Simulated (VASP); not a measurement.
# GaN (R3m) in VASP: a series of runs

The runs below take GaN through single point, with r2SCAN.

All numbers are computed with VASP 6.6.1; they aren't measurements. Logs are shortened: lines on timing, memory, paths and dates and some standing lists are left out, and cuts for length are marked.

### Step 1. The cell of the first run

It takes space group R3m (No. 160, trigonal). Conventional cell: a = 3.187 Å, b = 3.187 Å, c = 7.806 Å, α = 90.00°, β = 90.00°, γ = 120.00°. Within 2.5 Å of Ga (site symmetry 3m) lie 4 N at 1.88 to 1.98 Å. N (site symmetry 3m) has 4 Ga at 1.88 to 1.98 Å within 2.5 Å.

### Step 2. Single point, r2SCAN

The input, POSCAR:

```
GaN
1.0
    0.0000000000      2.2535006075      2.2535006075
    2.2535006075      0.0000000000      2.2535006075
    2.2535006075      2.2535006075      0.0000000000
Ga N
1 1
Direct
   -0.0096075568     -0.0096075568     -0.0096075568
    0.7500000000      0.7500000000      0.7500000000
```

The input, INCAR.step1:

```
PREC = Accurate ; ENCUT = 520
ISMEAR = 0 ; SIGMA = 0.2
LREAL = F ; LASPH = T
NELM = 80 ; NBANDS = 16
GGA = PE ; ALGO = Normal
EDIFF = 1E-4 ; LWAVE = T
LCHARG = F
```

The input, INCAR.step2:

```
PREC = Accurate ; ENCUT = 520
EDIFF = 1E-7 ; ISMEAR = 0
SIGMA = 0.2 ; LREAL = F
LASPH = T ; NELM = 80
ALGO = Normal ; ISIF = 2
LWAVE = F ; LCHARG = F
METAGGA = R2SCAN ; LMIXTAU = T
NBANDS = 16 ; ISTART = 1
```

The input, KPOINTS:

```
Automatic mesh
0
Gamma
  10 10 10
```

Potentials or basis: VASP PAW PBE potentials, release 64 (Ga_d, N).

Run with:

```console
$ cat potpaw_PBE.64/Ga_d/POTCAR potpaw_PBE.64/N/POTCAR > POTCAR
$ cp INCAR.step1 INCAR
$ mpirun -np 1 vasp_std > vasp.out
$ cp INCAR.step2 INCAR
$ mpirun -np 1 vasp_std > vasp.out
```

OUTCAR:

```text
PREC = Accurate
   ENCUT = 520
   EDIFF = 1E-7
   ISMEAR = 0
   LREAL = F
   LASPH = T
   NELM = 80
   ISIF = 2
   METAGGA = R2SCAN
   ISTART = 1

 ion  position               nearest neighbor table
   1  0.990  0.990  0.990-   2 1.88   2 1.98   2 1.98   2 1.98
   2  0.750  0.750  0.750-   1 1.88   1 1.98   1 1.98   1 1.98

  LATTYP: Found a face centered cubic cell.
 ALAT       =     4.5070012150

  Lattice vectors:

 A1 = (   0.0000000000,   2.2535006075,   2.2535006075)
 A2 = (   2.2535006075,   0.0000000000,   2.2535006075)
 A3 = (   2.2535006075,   2.2535006075,   0.0000000000)

Analysis of symmetry for initial positions (statically):
=====================================================================
 Subroutine PRICEL returns:
 Original cell was already a primitive cell.

 Routine SETGRP: Setting up the symmetry group for a
 face centered cubic supercell.

 Subroutine GETGRP returns: Found  6 space group operations
 (whereof  6 operations were pure point group operations)
 out of a pool of 48 trial point group operations.

The static configuration has the point symmetry C_3v.

Analysis of symmetry for dynamics (positions and initial velocities):
=====================================================================
 Subroutine PRICEL returns:
 Original cell was already a primitive cell.

 Routine SETGRP: Setting up the symmetry group for a
 face centered cubic supercell.

 Subroutine GETGRP returns: Found  6 space group operations
 (whereof  6 operations were pure point group operations)
 out of a pool of 48 trial point group operations.

The dynamic configuration has the point symmetry C_3v.

 Subroutine INISYM returns: Found  6 space group operations
 (whereof  6 operations are pure point group operations),
 and found     1 'primitive' translations

----------------------------------------------------------------------------------------

                                     Primitive cell

  volume of cell :      22.8877

  direct lattice vectors                    reciprocal lattice vectors
     0.000000000  2.253500607  2.253500607    -0.221877020  0.221877020  0.221877020
     2.253500607  0.000000000  2.253500607     0.221877020 -0.221877020  0.221877020
     2.253500607  2.253500607  0.000000000     0.221877020  0.221877020 -0.221877020

  length of vectors
     3.186931122  3.186931122  3.186931122     0.384302272  0.384302272  0.384302272

  position of ions in fractional coordinates (direct lattice)
     0.990392443  0.990392443  0.990392443
     0.750000000  0.750000000  0.750000000

  ion indices of the primitive-cell ions
   primitive index   ion index
                 1           1
                 2           2

----------------------------------------------------------------------------------------

 KPOINTS: Automatic mesh

Automatic generation of k-mesh.
 Grid dimensions read from file:
 generate k-points for:   10   10   10

 Generating k-lattice:

  Cartesian coordinates                     Fractional coordinates (reciprocal lattice)
    -0.022187702  0.022187702  0.022187702     0.100000000  0.000000000  0.000000000
     0.022187702 -0.022187702  0.022187702     0.000000000  0.100000000  0.000000000
     0.022187702  0.022187702 -0.022187702     0.000000000  0.000000000  0.100000000

  Length of vectors
     0.038430227  0.038430227  0.038430227

  Shift w.r.t. Gamma in fractional coordinates (k-lattice)
     0.000000000  0.000000000  0.000000000

 Subroutine IBZKPT returns following result:
 ===========================================

 Found    116 irreducible k-points:

 Following reciprocal coordinates:
            Coordinates               Weight
  0.000000  0.000000  0.000000      1.000000
  0.100000  0.000000  0.000000      6.000000
  0.100000  0.100000  0.100000      2.000000
  0.200000  0.000000  0.000000      6.000000
  0.200000  0.200000  0.200000      2.000000
  0.300000  0.000000  0.000000      6.000000
[... 16 lines left out ...]
  0.100000  0.100000 -0.400000      6.000000
  0.500000  0.400000  0.500000      6.000000
 [... further k-points ...]
   k-points           NKPTS =    116   k-points in BZ     NKDIM =    116   number of bands    NBANDS=     16
   number of dos      NEDOS =    301   number of ions     NIONS =      2
   total plane-waves  NPLWV =  13824
   dimension x,y,z NGX =    24 NGY =   24 NGZ =   24
   dimension x,y,z NGXF=    48 NGYF=   48 NGZF=   48
   ions per type =               1   1
   NGX,Y,Z   is equivalent  to a cutoff of  12.52, 12.52, 12.52 a.u.
   NGXF,Y,Z  is equivalent  to a cutoff of  25.04, 25.04, 25.04 a.u.
 SYSTEM =  unknown system
   PREC   = accura    normal or accurate (medium, high low for compatibility)
   ISTART =      1    job   : 0-new  1-cont  2-samecut
   ICHARG =      0    charge: 1-file 2-atom 10-const
   ISPIN  =      1    spin polarized calculation?
   LNONCOLLINEAR =      F non collinear calculations
   LSORBIT =      F    spin-orbit coupling
   LASPH  =      T    aspherical Exc in radial PAW
   ENCUT  =  520.0 eV  38.22 Ry    6.18 a.u.   5.93  5.93  5.93*2*pi/ulx,y,z
   NELM   =     80;   NELMIN=  2; NELMDL=  0     # of ELM steps
   EDIFF  = 0.1E-06   stopping-criterion for ELM
   LREAL  =      F    real-space projection
   EDIFFG = 0.1E-05   stopping-criterion for IOM
   NSW    =      0    number of steps for IOM
   IBRION =     -1    ionic relax: 0-MD 1-quasi-New 2-CG
   NFREE  =      0    steps in history (QN), initial steepest desc. (CG)
   ISIF   =      2    stress and relaxation
   ISYM   =      2    0-nonsym 1-usesym 2-fastsym
   POTIM  = 0.5000    time-step for ionic-motion
   TEBEG  =    0.0;   TEEND  =   0.0 temperature during run
   PSTRESS=    0.0 pullay stress
   NELECT =      18.0000    total number of electrons
   NUPDOWN=      -1.0000    fix difference up-down
   EMIN   =  10.00;   EMAX   =-10.00  energy-range for DOS
   EFERMI =   0.00;   METHOD = LEGACY
   ISMEAR =     0;   SIGMA  =   0.20  broadening in eV -4-tet -1-fermi 0-gaus
   EFERMI_NEDOS =   21; number of points for ismear=-14 and -15
   IALGO  =     38    algorithm
   IMIX   =      4    mixing-type and parameters
     AMIX     =   0.40;   BMIX     =  1.00
     AMIX_MAG =   1.60;   BMIX_MAG =  1.00
  volume/ion in A,a.u.               =      11.44        77.23
  Fermi-wavevector in a.u.,A,eV,Ry     =   1.511117  2.855596 31.068543  2.283473
  Thomas-Fermi vector in A             =   2.621216
   LORBIT       =      0    0 simple, 1 ext, 2 COOP (PROOUT), +10 PAW based schemes
   METAGGA = R2SCAN    functional components
   LHFCALC =     F    Hartree Fock is set to
   AEXX    =    0.0000 exact exchange contribution
   IVDW    =     0    specifies the selected vdW correction
   LEPSILON=     F    determine dielectric tensor
   LRPA    =     F    only Hartree local field effects (RPA)
 non-spin polarized calculation
 Gauss-broadening in eV      SIGMA  =   0.20
  energy-cutoff  :      520.00
  volume of cell :       22.89
 maximum number of plane-waves:       636
   NGX = 11   NGY = 11   NGZ = 11

 number of electron      18.0000000 magnetization

 Free energy of the ion-electron system (eV)
  ---------------------------------------------------
  ext. energy  EPLUGINS =         0.00000000
  ---------------------------------------------------
  free energy    TOTEN  =       -21.85669242 eV

  energy without entropy =      -21.85669242  energy(sigma->0) =      -21.85669242

 E-fermi :   5.9452     XC(G=0): -12.6332

 val. band max:        5.0998106205   @ k =   0.0000   0.0000   0.0000
 cond. band min:       7.1381329774   @ k =   0.0000   0.0000   0.0000
 fundamental gap:      2.0383223569
 Fermi energy:         5.9451908609

 k-point     1 :       0.0000    0.0000    0.0000
  band No.  band energies     occupation
      1     -11.7356      2.00000
      2      -8.8424      2.00000
      3      -8.8092      2.00000
      4      -8.8092      2.00000
      5      -8.4749      2.00000
      6      -8.4749      2.00000
[... 8 lines left out ...]
     15      24.6363      0.00000
     16      24.6363      0.00000

 k-point     2 :       0.1000    0.0000    0.0000
  band No.  band energies     occupation
      1     -11.6269      2.00000
      2      -8.8344      2.00000
      3      -8.7967      2.00000
      4      -8.7607      2.00000
      5      -8.4763      2.00000
      6      -8.4758      2.00000
[... 8 lines left out ...]
     15      23.3368      0.00000
     16      23.4610      0.00000

 k-point     3 :       0.1000    0.1000    0.1000
  band No.  band energies     occupation
      1     -11.6210      2.00000
      2      -8.8037      2.00000
      3      -8.7935      2.00000
      4      -8.7935      2.00000
      5      -8.4762      2.00000
      6      -8.4762      2.00000
[... 8 lines left out ...]
     15      23.2235      0.00000
     16      23.4742      0.00000

 k-point     4 :       0.2000    0.0000    0.0000
  band No.  band energies     occupation
      1     -11.3490      2.00000
      2      -8.8030      2.00000
      3      -8.7681      2.00000
      4      -8.5928      2.00000
      5      -8.4755      2.00000
      6      -8.4738      2.00000
[... 8 lines left out ...]
     15      22.5597      0.00000
     16      22.6360      0.00000

 k-point     5 :       0.2000    0.2000    0.2000
  band No.  band energies     occupation
      1     -11.3269      2.00000
      2      -8.7567      2.00000
      3      -8.7567      2.00000
      4      -8.6454      2.00000
      5      -8.4747      2.00000
      6      -8.4747      2.00000
[... 8 lines left out ...]
     15      22.3805      0.00000
     16      22.3805      0.00000

 k-point     6 :       0.3000    0.0000    0.0000
  band No.  band energies     occupation
      1     -11.0377      2.00000
      2      -8.7682      2.00000
      3      -8.7429      2.00000
      4      -8.4636      2.00000
      5      -8.4623      2.00000
      6      -8.2168      2.00000
[... 8 lines left out ...]
     15      23.0547      0.00000
     16      23.2839      0.00000

 k-point     7 :       0.3000    0.3000    0.3000
  band No.  band energies     occupation
      1     -10.9974      2.00000
      2      -8.7235      2.00000
      3      -8.7235      2.00000
      4      -8.4594      2.00000
      5      -8.4594      2.00000
      6      -8.2658      2.00000
[... 8 lines left out ...]
     15      22.8824      0.00000
     16      22.8824      0.00000

 k-point     8 :       0.4000    0.0000    0.0000
  band No.  band energies     occupation
      1     -10.8317      2.00000
      2      -8.7488      2.00000
      3      -8.7321      2.00000
      4      -8.4437      2.00000
      5      -8.4415      2.00000
      6      -7.6608      2.00000
[... 8 lines left out ...]
     15      24.5655      0.00000
     16      24.8694      0.00000

 k-point     9 :       0.4000    0.4000    0.4000
  band No.  band energies     occupation
      1     -10.7822      2.00000
      2      -8.7088      2.00000
      3      -8.7088      2.00000
      4      -8.4337      2.00000
      5      -8.4337      2.00000
      6      -7.6777      2.00000
[... 8 lines left out ...]
     15      24.3770      0.00000
     16      24.3770      0.00000
[... 172 lines left out ...]
 k-point    19 :       0.4000    0.1000    0.0000
  band No.  band energies     occupation
      1     -10.8414      2.00000
      2      -8.7345      2.00000
      3      -8.7205      2.00000
      4      -8.4873      2.00000
      5      -8.4331      2.00000
      6      -7.7774      2.00000
[... 8 lines left out ...]
     15      23.7696      0.00000
     16      25.5572      0.00000

 k-point    20 :       0.1000    0.1000   -0.3000
  band No.  band energies     occupation
      1     -10.8426      2.00000
      2      -8.7567      2.00000
      3      -8.7083      2.00000
      4      -8.4939      2.00000
      5      -8.4353      2.00000
      6      -7.7689      2.00000
[... 8 lines left out ...]
     15      23.4701      0.00000
     16      25.7910      0.00000

 k-point    21 :       0.4000    0.3000    0.4000
  band No.  band energies     occupation
      1     -10.8008      2.00000
      2      -8.7109      2.00000
      3      -8.6883      2.00000
      4      -8.4841      2.00000
      5      -8.4252      2.00000
      6      -7.7977      2.00000
[... 8 lines left out ...]
     15      23.6978      0.00000
     16      25.2797      0.00000

 k-point    22 :       0.5000    0.1000    0.0000
  band No.  band energies     occupation
      1     -10.7414      2.00000
      2      -8.7312      2.00000
      3      -8.7167      2.00000
      4      -8.4596      2.00000
      5      -8.4301      2.00000
      6      -7.3126      2.00000
[... 8 lines left out ...]
     15      24.7854      0.00000
     16      26.0167      0.00000

 k-point    23 :       0.1000    0.1000   -0.4000
  band No.  band energies     occupation
      1     -10.7402      2.00000
      2      -8.7429      2.00000
      3      -8.7065      2.00000
      4      -8.4610      2.00000
      5      -8.4326      2.00000
      6      -7.3093      2.00000
[... 8 lines left out ...]
     15      24.4037      0.00000
     16      26.2630      0.00000

 k-point    24 :       0.5000    0.4000    0.5000
  band No.  band energies     occupation
      1     -10.6967      2.00000
      2      -8.7057      2.00000
      3      -8.6854      2.00000
      4      -8.4493      2.00000
      5      -8.4198      2.00000
      6      -7.2964      2.00000
[... 8 lines left out ...]
     15      24.5845      0.00000
     16      25.6983      0.00000

 [... further k-points ...]

------------------------ aborting loop because EDIFF is reached ----------------------------------------

  FORCE on cell =-STRESS in cart. coord.  units (eV):
  Direction    XX          YY          ZZ          XY          YZ          ZX
  --------------------------------------------------------------------------------------
  -------------------------------------------------------------------------------------
  Total        0.0679895      0.0679895      0.0679895      0.4455620      0.4455620      0.4455620
  in kB        4.7593680      4.7593680      4.7593680     31.1900263     31.1900263     31.1900263
  external PRESSURE =       4.7593680 kB  Pullay stress =       0.0000000 kB

 VOLUME and BASIS-vectors are now :
 -----------------------------------------------------------------------------
  energy-cutoff  :      520.00
  volume of cell :       22.89
      direct lattice vectors                 reciprocal lattice vectors
     0.000000000  2.253500607  2.253500607    -0.221877020  0.221877020  0.221877020
     2.253500607  0.000000000  2.253500607     0.221877020 -0.221877020  0.221877020
     2.253500607  2.253500607  0.000000000     0.221877020  0.221877020 -0.221877020

 POSITION                                       TOTAL-FORCE (eV/Angst)
 -----------------------------------------------------------------------------------
      4.46370      4.46370      4.46370         0.667280      0.667280      0.667280
      3.38025      3.38025      3.38025        -0.667280     -0.667280     -0.667280
 -----------------------------------------------------------------------------------
    total drift:                               -0.003005     -0.003005     -0.003005

  FREE ENERGIE OF THE ION-ELECTRON SYSTEM (eV)
  ---------------------------------------------------
  free  energy   TOTEN  =       -21.8566924171 eV

  energy  without entropy=      -21.8566924171  energy(sigma->0) =      -21.85669242
```

Wall time 2.7 min (1 thread of Intel Xeon 8259CL, shared host); peak memory 0.18 GiB.

Results:

| Item | Value |
| --- | --- |
| Free energy | -21.8567 eV |
| Pressure | 0.5 GPa |
| Largest force | 1.156 eV/Å |
| Band gap on the k mesh | 2.04 eV |

Forces in eV/Å, atoms in the order of the input:
```
Ga   0.667  0.667  0.667
N   -0.667 -0.667 -0.667
```

Stress tensor (GPa, compression positive):
```
0.48 3.12 3.12
3.12 0.48 3.12
3.12 3.12 0.48
```

Levels at points of the mesh, in eV from the valence-band top:
```csv
k point,band 6,band 7,band 8,band 9,band 10,band 11,band 12,band 13
"(0.00, 0.00, 0.00)",-13.57,-0.27,0.00,0.00,2.04,10.86,10.86,11.11
"(0.50, 0.00, 0.00)",-12.44,-7.16,-1.27,-0.88,5.03,9.34,10.50,11.28
"(0.50, 0.50, 0.50)",-12.42,-7.48,-1.09,-1.09,5.21,9.38,11.03,11.04
"(0.50, 0.50, 0.00)",-12.06,-6.31,-2.90,-2.81,3.67,7.14,12.48,14.75
```

Caveat: the cell differs from its parent crystal (all Ga atoms moved +0.075 Å, as atom 1 towards its neighbour atom 2 (N) at 1.952 Å); the PAW data sets were made with another functional, which shifts forces and pressure a little.

### Step 3. Single point, r2SCAN

POSCAR, as its differences from that of step 2:

```diff
@@ -8,3 +8,3 @@
 Direct
-   -0.0096075568     -0.0096075568     -0.0096075568
+   -0.0192151136     -0.0192151136     -0.0192151136
     0.7500000000      0.7500000000      0.7500000000
```

The input, INCAR.step1:

```
SYSTEM = GaN
ALGO = Normal ; EDIFF = 1E-4
ENCUT = 520 ; GGA = PE
ISMEAR = 0 ; LASPH = .True.
LCHARG = .False. ; LREAL = .False.
LWAVE = .True. ; NBANDS = 16
NELM = 100 ; PREC = Accurate
SIGMA = 0.2
```

The input, INCAR.step2:

```
SYSTEM = GaN
ALGO = Normal ; EDIFF = 1E-6
ENCUT = 520 ; ISIF = 2
ISMEAR = 0 ; ISTART = 1
LASPH = .True. ; LCHARG = .False.
LMIXTAU = .True. ; LREAL = .False.
LWAVE = .False. ; METAGGA = R2SCAN
NBANDS = 16 ; NELM = 100
PREC = Accurate ; SIGMA = 0.2
```

The input, KPOINTS:

```
k-points
0
Gamma
  10 10 10
  0 0 0
```

Potentials or basis: VASP PAW PBE potentials, release 64 (Ga_d, N).

Run with:

```console
$ cat potpaw_PBE.64/Ga_d/POTCAR potpaw_PBE.64/N/POTCAR > POTCAR
$ cp INCAR.step1 INCAR
$ mpirun -np 1 vasp_std > vasp.out
$ cp INCAR.step2 INCAR
$ mpirun -np 1 vasp_std > vasp.out
```

Wall time 2 min (1 thread of Intel Xeon 8259CL, shared host); peak memory 0.18 GiB.

The run converged. Its results:

| Quantity | Value |
| --- | --- |
| Free energy | -21.7126 eV |
| Pressure | 2.9 GPa |
| Largest force | 2.772 eV/Å |
| Band gap on the k mesh | 1.96 eV |

Forces on the atoms (eV/Å):
```
Ga   1.601  1.601  1.601
N   -1.601 -1.601 -1.601
```

Stress tensor (GPa, compression positive):
```
2.92 7.60 7.60
7.60 2.92 7.60
7.60 7.60 2.92
```

Levels at points of the mesh, in eV from the valence-band top:
```
           k point  band 7  band 8  band 9  band 10  band 11  band 12
(0.00, 0.00, 0.00)   -0.56    0.00    0.00     1.96    10.73    10.73
(0.50, 0.00, 0.00)   -7.15   -1.53   -0.76     4.88     9.22    10.04
(0.50, 0.50, 0.50)   -7.80   -1.18   -1.18     5.27     9.30    11.08
(0.50, 0.50, 0.00)   -6.40   -2.97   -2.85     3.55     7.02    12.34
```

Caveat: the cell differs from its parent crystal (all Ga atoms moved +0.150 Å, as atom 1 towards its neighbour atom 2 (N) at 1.952 Å); the PAW data sets were made with another functional, which shifts forces and pressure a little.
